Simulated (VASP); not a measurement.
# Sc3Fe (Pm-3m) in VASP: notebook

The runs below take Sc3Fe through single point, relaxation of cell and atoms, with r2SCAN, PBE.

Everything below comes from runs of VASP 6.6.1. Logs are shortened: lines on timing, memory, paths and dates and some standing lists are left out, and cuts for length are marked.

### Step 1. The cell of the first run

The structure is cubic, space group Pm-3m (No. 221). Conventional cell: a = 4.334 Å, b = 4.334 Å, c = 4.334 Å, α = 90.00°, β = 90.00°, γ = 90.00°. Sc (site symmetry 4/mmm) has 8 Sc at 3.06 Å and 4 Fe at 3.06 Å within 4.0 Å. Fe (site symmetry m-3m) has 12 Sc at 3.06 Å within 4.0 Å.

### Step 2. Single point, r2SCAN

POSCAR reads:

```
Sc3Fe
1.0
    4.3341665860      0.0000000000      0.0000000000
    0.0000000000      4.3341665860      0.0000000000
    0.0000000000      0.0000000000      4.3341665860
Sc Fe
3 1
Direct
    0.0000000000      0.5000000000      0.5000000000
    0.5000000000      0.0000000000      0.5000000000
    0.5000000000      0.5000000000      0.0000000000
    0.0000000000      0.0000000000      0.0000000000
```

INCAR.step1 reads:

```
SYSTEM = Sc3Fe
PREC = Accurate ; ENCUT = 520
ISMEAR = 0 ; SIGMA = 0.1
LREAL = .False. ; LASPH = .True.
NELM = 80 ; NBANDS = 28
GGA = PE ; ALGO = Normal
EDIFF = 1E-4 ; LWAVE = .True.
LCHARG = .False.
```

INCAR.step2 reads:

```
SYSTEM = Sc3Fe
PREC = Accurate ; ENCUT = 520
EDIFF = 1E-6 ; ISMEAR = 0
SIGMA = 0.1 ; LREAL = .False.
LASPH = .True. ; NELM = 80
ALGO = Normal ; ISIF = 2
LWAVE = .False. ; LCHARG = .True.
METAGGA = R2SCAN ; LMIXTAU = .True.
LELF = .True. ; LVHAR = .True.
NBANDS = 28 ; ISTART = 1
```

KPOINTS reads:

```
regular mesh
0
Gamma
  10 10 10
  0 0 0
```

Potentials or basis: VASP PAW PBE potentials, release 64 (Sc_sv, Fe).

Started as:

```sh
> cat potpaw_PBE.64/Sc_sv/POTCAR potpaw_PBE.64/Fe/POTCAR > POTCAR
> cp INCAR.step1 INCAR
> mpirun -np 1 vasp_std > vasp.out
> cp INCAR.step2 INCAR
> mpirun -np 1 vasp_std > vasp.out
```

OUTCAR:

```text
SYSTEM = Sc3Fe
   PREC = Accurate
   ENCUT = 520
   EDIFF = 1E-6
   ISMEAR = 0
   LREAL = .False.
   LASPH = .True.
   NELM = 80
   ISIF = 2
   METAGGA = R2SCAN
   ISTART = 1

 ion  position               nearest neighbor table
   1  0.000  0.500  0.500-   2 3.06   3 3.06   4 3.06   3 3.06   4 3.06   2 3.06   4 3.06   4 3.06
                             2 3.06   3 3.06   3 3.06   2 3.06
   2  0.500  0.000  0.500-   1 3.06   3 3.06   4 3.06   3 3.06   4 3.06   1 3.06   3 3.06   3 3.06
                             1 3.06   4 3.06   4 3.06   1 3.06
   3  0.500  0.500  0.000-   1 3.06   2 3.06   4 3.06   1 3.06   2 3.06   2 3.06   4 3.06   2 3.06
                             1 3.06   4 3.06   1 3.06   4 3.06
   4  0.000  0.000  0.000-   1 3.06   2 3.06   3 3.06   1 3.06   2 3.06   1 3.06   3 3.06   1 3.06
                             2 3.06   3 3.06   2 3.06   3 3.06

  LATTYP: Found a simple cubic cell.
 ALAT       =     4.3341665860

  Lattice vectors:

 A1 = (   4.3341665860,   0.0000000000,   0.0000000000)
 A2 = (   0.0000000000,   4.3341665860,   0.0000000000)
 A3 = (   0.0000000000,   0.0000000000,   4.3341665860)

Analysis of symmetry for initial positions (statically):
=====================================================================
 Subroutine PRICEL returns:
 Original cell was already a primitive cell.

 Routine SETGRP: Setting up the symmetry group for a
 simple cubic supercell.

 Subroutine GETGRP returns: Found 48 space group operations
 (whereof 48 operations were pure point group operations)
 out of a pool of 48 trial point group operations.

The static configuration has the point symmetry O_h .

Analysis of symmetry for dynamics (positions and initial velocities):
=====================================================================
 Subroutine PRICEL returns:
 Original cell was already a primitive cell.

 Routine SETGRP: Setting up the symmetry group for a
 simple cubic supercell.

 Subroutine GETGRP returns: Found 48 space group operations
 (whereof 48 operations were pure point group operations)
 out of a pool of 48 trial point group operations.

The dynamic configuration has the point symmetry O_h .

 Subroutine INISYM returns: Found 48 space group operations
 (whereof 48 operations are pure point group operations),
 and found     1 'primitive' translations

----------------------------------------------------------------------------------------

                                     Primitive cell

  volume of cell :      81.4173

  direct lattice vectors                    reciprocal lattice vectors
     4.334166586  0.000000000  0.000000000     0.230724865  0.000000000  0.000000000
     0.000000000  4.334166586  0.000000000     0.000000000  0.230724865  0.000000000
     0.000000000  0.000000000  4.334166586     0.000000000  0.000000000  0.230724865

  length of vectors
     4.334166586  4.334166586  4.334166586     0.230724865  0.230724865  0.230724865

  position of ions in fractional coordinates (direct lattice)
     0.000000000  0.500000000  0.500000000
     0.500000000  0.000000000  0.500000000
     0.500000000  0.500000000  0.000000000
     0.000000000  0.000000000  0.000000000

  ion indices of the primitive-cell ions
   primitive index   ion index
                 1           1
                 2           2
                 3           3
                 4           4

----------------------------------------------------------------------------------------

 KPOINTS: regular mesh

Automatic generation of k-mesh.
 Grid dimensions read from file:
 generate k-points for:   10   10   10

 Generating k-lattice:

  Cartesian coordinates                     Fractional coordinates (reciprocal lattice)
     0.023072486  0.000000000  0.000000000     0.100000000  0.000000000  0.000000000
     0.000000000  0.023072486  0.000000000     0.000000000  0.100000000  0.000000000
     0.000000000  0.000000000  0.023072486     0.000000000  0.000000000  0.100000000

  Length of vectors
     0.023072486  0.023072486  0.023072486

  Shift w.r.t. Gamma in fractional coordinates (k-lattice)
     0.000000000  0.000000000  0.000000000

 Subroutine IBZKPT returns following result:
 ===========================================

 Found     56 irreducible k-points:

 Following reciprocal coordinates:
            Coordinates               Weight
  0.000000  0.000000  0.000000      1.000000
  0.100000  0.000000  0.000000      6.000000
  0.200000  0.000000  0.000000      6.000000
  0.300000  0.000000  0.000000      6.000000
  0.400000  0.000000  0.000000      6.000000
  0.500000  0.000000  0.000000      3.000000
[... 16 lines left out ...]
  0.200000  0.100000  0.100000     24.000000
  0.300000  0.100000  0.100000     24.000000
 [... further k-points ...]
   k-points           NKPTS =     56   k-points in BZ     NKDIM =     56   number of bands    NBANDS=     28
   number of dos      NEDOS =    301   number of ions     NIONS =      4
   total plane-waves  NPLWV =  32768
   dimension x,y,z NGX =    32 NGY =   32 NGZ =   32
   dimension x,y,z NGXF=    64 NGYF=   64 NGZF=   64
   ions per type =               3   1
   NGX,Y,Z   is equivalent  to a cutoff of  12.27, 12.27, 12.27 a.u.
   NGXF,Y,Z  is equivalent  to a cutoff of  24.55, 24.55, 24.55 a.u.
 SYSTEM =  Sc3Fe
   PREC   = accura    normal or accurate (medium, high low for compatibility)
   ISTART =      1    job   : 0-new  1-cont  2-samecut
   ICHARG =      0    charge: 1-file 2-atom 10-const
   ISPIN  =      1    spin polarized calculation?
   LNONCOLLINEAR =      F non collinear calculations
   LSORBIT =      F    spin-orbit coupling
   LASPH  =      T    aspherical Exc in radial PAW
   ENCUT  =  520.0 eV  38.22 Ry    6.18 a.u.   8.06  8.06  8.06*2*pi/ulx,y,z
   NELM   =     80;   NELMIN=  2; NELMDL=  0     # of ELM steps
   EDIFF  = 0.1E-05   stopping-criterion for ELM
   LREAL  =      F    real-space projection
   EDIFFG = 0.1E-04   stopping-criterion for IOM
   NSW    =      0    number of steps for IOM
   IBRION =     -1    ionic relax: 0-MD 1-quasi-New 2-CG
   NFREE  =      0    steps in history (QN), initial steepest desc. (CG)
   ISIF   =      2    stress and relaxation
   ISYM   =      2    0-nonsym 1-usesym 2-fastsym
   POTIM  = 0.5000    time-step for ionic-motion
   TEBEG  =    0.0;   TEEND  =   0.0 temperature during run
   PSTRESS=    0.0 pullay stress
   NELECT =      41.0000    total number of electrons
   NUPDOWN=      -1.0000    fix difference up-down
   EMIN   =  10.00;   EMAX   =-10.00  energy-range for DOS
   EFERMI =   0.00;   METHOD = LEGACY
   ISMEAR =     0;   SIGMA  =   0.10  broadening in eV -4-tet -1-fermi 0-gaus
   EFERMI_NEDOS =   21; number of points for ismear=-14 and -15
   IALGO  =     38    algorithm
   IMIX   =      4    mixing-type and parameters
     AMIX     =   0.40;   BMIX     =  1.00
     AMIX_MAG =   1.60;   BMIX_MAG =  1.00
  volume/ion in A,a.u.               =      20.35       137.36
  Fermi-wavevector in a.u.,A,eV,Ry     =   1.302458  2.461289 23.080893  1.696398
  Thomas-Fermi vector in A             =   2.433525
   LORBIT       =      0    0 simple, 1 ext, 2 COOP (PROOUT), +10 PAW based schemes
   METAGGA = R2SCAN    functional components
   LHFCALC =     F    Hartree Fock is set to
   AEXX    =    0.0000 exact exchange contribution
   IVDW    =     0    specifies the selected vdW correction
   LEPSILON=     F    determine dielectric tensor
   LRPA    =     F    only Hartree local field effects (RPA)
 non-spin polarized calculation
 Gauss-broadening in eV      SIGMA  =   0.10
  energy-cutoff  :      520.00
  volume of cell :       81.42
 maximum number of plane-waves:      2272
   NGX = 17   NGY = 17   NGZ = 17

 number of electron      40.9999992 magnetization

 Free energy of the ion-electron system (eV)
  ---------------------------------------------------
  ext. energy  EPLUGINS =         0.00000000
  ---------------------------------------------------
  free energy    TOTEN  =       -46.79391347 eV

  energy without entropy =      -46.76010218  energy(sigma->0) =      -46.77700782

 E-fermi :   4.2484     XC(G=0): -11.3546

 val. band max:        4.2399282261   @ k =   0.4000   0.1000   0.1000
 cond. band min:       4.2499548599   @ k =   0.4000   0.4000   0.4000
 fundamental gap:      0.0100266338
 Fermi energy:         4.2484429693

 k-point     1 :       0.0000    0.0000    0.0000
  band No.  band energies     occupation
      1     -47.3403      2.00000
      2     -47.2104      2.00000
      3     -47.2104      2.00000
      4     -25.2090      2.00000
      5     -25.2090      2.00000
      6     -25.2090      2.00000
[... 20 lines left out ...]
     27       6.5670      0.00000
     28       7.5897      0.00000

 k-point     2 :       0.1000    0.0000    0.0000
  band No.  band energies     occupation
      1     -47.3375      2.00000
      2     -47.2132      2.00000
      3     -47.2104      2.00000
      4     -25.2025      2.00000
      5     -25.2025      2.00000
      6     -25.1990      2.00000
[... 20 lines left out ...]
     27       6.5120      0.00000
     28       7.5586      0.00000

 k-point     3 :       0.2000    0.0000    0.0000
  band No.  band energies     occupation
      1     -47.3294      2.00000
      2     -47.2213      2.00000
      3     -47.2103      2.00000
      4     -25.1841      2.00000
      5     -25.1841      2.00000
      6     -25.1694      2.00000
[... 20 lines left out ...]
     27       6.4003      0.00000
     28       7.4800      0.00000

 k-point     4 :       0.3000    0.0000    0.0000
  band No.  band energies     occupation
      1     -47.3172      2.00000
      2     -47.2333      2.00000
      3     -47.2102      2.00000
      4     -25.1584      2.00000
      5     -25.1584      2.00000
      6     -25.1222      2.00000
[... 20 lines left out ...]
     27       6.2865      0.00000
     28       7.2278      0.00000

 k-point     5 :       0.4000    0.0000    0.0000
  band No.  band energies     occupation
      1     -47.3039      2.00000
      2     -47.2465      2.00000
      3     -47.2101      2.00000
      4     -25.1340      2.00000
      5     -25.1340      2.00000
      6     -25.0614      2.00000
[... 20 lines left out ...]
     27       6.2334      0.00000
     28       6.7476      0.00000

 k-point     6 :       0.5000    0.0000    0.0000
  band No.  band energies     occupation
      1     -47.2968      2.00000
      2     -47.2536      2.00000
      3     -47.2100      2.00000
      4     -25.1233      2.00000
      5     -25.1233      2.00000
      6     -25.0085      2.00000
[... 463 lines left out ...]
      5     -25.1250      2.00000
      6     -24.9961      2.00000
[... 20 lines left out ...]
     27       6.2110      0.00000
     28       6.7612      0.00000

 k-point    22 :       0.1000    0.1000    0.1000
  band No.  band energies     occupation
      1     -47.3320      2.00000
      2     -47.2145      2.00000
      3     -47.2145      2.00000
      4     -25.2182      2.00000
      5     -25.1710      2.00000
      6     -25.1710      2.00000
[... 20 lines left out ...]
     27       6.2985      0.00000
     28       7.6754      0.00000

 k-point    23 :       0.2000    0.1000    0.1000
  band No.  band energies     occupation
      1     -47.3242      2.00000
      2     -47.2222      2.00000
      3     -47.2144      2.00000
      4     -25.2167      2.00000
      5     -25.1533      2.00000
      6     -25.1292      2.00000
[... 20 lines left out ...]
     27       6.2182      0.00000
     28       7.5573      0.00000

 k-point    24 :       0.3000    0.1000    0.1000
  band No.  band energies     occupation
      1     -47.3126      2.00000
      2     -47.2337      2.00000
      3     -47.2143      2.00000
      4     -25.2013      2.00000
      5     -25.1276      2.00000
      6     -25.0807      2.00000
[... 20 lines left out ...]
     27       6.1361      0.00000
     28       7.2019      0.00000

 [... further k-points ...]
[... 5 lines left out ...]
  --------------------------------------------------------------------------------------
  -------------------------------------------------------------------------------------
  Total       -1.8800789     -1.8800789     -1.8800789     -0.0000000      0.0000000     -0.0000000
  in kB      -36.9972845    -36.9972845    -36.9972845     -0.0000000      0.0000000     -0.0000000
  external PRESSURE =     -36.9972845 kB  Pullay stress =       0.0000000 kB

 VOLUME and BASIS-vectors are now :
 -----------------------------------------------------------------------------
  energy-cutoff  :      520.00
  volume of cell :       81.42
      direct lattice vectors                 reciprocal lattice vectors
     4.334166586  0.000000000  0.000000000     0.230724865  0.000000000  0.000000000
     0.000000000  4.334166586  0.000000000     0.000000000  0.230724865  0.000000000
     0.000000000  0.000000000  4.334166586     0.000000000  0.000000000  0.230724865

 POSITION                                       TOTAL-FORCE (eV/Angst)
 -----------------------------------------------------------------------------------
      0.00000      2.16708      2.16708         0.000000      0.000000      0.000000
      2.16708      0.00000      2.16708         0.000000      0.000000      0.000000
      2.16708      2.16708      0.00000         0.000000      0.000000      0.000000
      0.00000      0.00000      0.00000         0.000000      0.000000      0.000000
 -----------------------------------------------------------------------------------
    total drift:                                0.000000     -0.000000     -0.000000

  FREE ENERGIE OF THE ION-ELECTRON SYSTEM (eV)
  ---------------------------------------------------
  free  energy   TOTEN  =       -46.7939134678 eV

  energy  without entropy=      -46.7601021787  energy(sigma->0) =      -46.77700782
```

It took 2.1 min on 1 thread of Intel Xeon 6975P-C (Granite Rapids), shared host; peak memory 0.26 GiB.

What came out:

```
Free energy            : -46.7939 eV
Pressure               : -3.7 GPa
Band gap on the k mesh : zero (an odd number of electrons rules out a gap without spin polarisation)
```

Caveat: the cell stands under tension; the PAW data sets were made with another functional, which shifts forces and pressure a little; the run has no spin polarisation, though such a crystal can be magnetic. Spin polarisation is off, so any magnetic state and its effect on volume and gap are missing.

(Part 1 of 2 ends here.)
